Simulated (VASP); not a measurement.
Runs of VASP 6.6.1 on Pd. The structure is that of space group Im-3m (No. 229), or close to it. The cells are those of the table. 

| task | cell | gap on the mesh (eV) | pressure (GPa) |
| --- | --- | --- | --- |
| relaxation of cell and atoms | relaxed to 15 GPa from a = 2.676 Å, angles 70.5, 109.5, 70.5°, 1 atom | none | 15.1 |
| single point | a = 2.672 Å, angles 70.5, 109.5, 70.5°, 1 atom | none | -0.3 |
| single point | a = 2.616 Å, angles 70.5, 109.5, 70.5°, 1 atom | none | 14.6 |
| relaxation of cell and atoms | relaxed from a = 2.676 Å, angles 70.5, 109.5, 70.5°, 1 atom | none | 0.0 |
| single point | a = 2.541 Å, angles 70.5, 109.5, 70.5°, 1 atom | none | (a) |
| single point | a = 2.574 Å, angles 70.5, 109.5, 70.5°, 1 atom | none | 29.5 |
| relaxation of cell and atoms | relaxed to 30 GPa from a = 2.676 Å, angles 70.5, 109.5, 70.5°, 1 atom | none | 30.0 |
| relaxation of cell and atoms | relaxed to 45 GPa from a = 2.676 Å, angles 70.5, 109.5, 70.5°, 1 atom | none | 45.2 |

Alike in all rows: level PBEsol; potentials or basis VASP PAW PBE potentials, release 64 (Pd); no spin polarisation; k mesh 11 × 11 × 11; cutoff (eV) 500; smearing fermi-dirac 0.05 eV.

Problem. Estimate the missing entries.

Solution. (a) 44.5.

Caveats: the PAW data sets were made with another functional, which shifts forces and pressure a little; the cell is relaxed towards a set pressure, so the enthalpy falls and the energy may rise (some runs).

A k mesh can miss the band edges, and the runs leave out spin-orbit coupling on Pd.

A gap of «none» marks levels without a gap at the run's occupations.
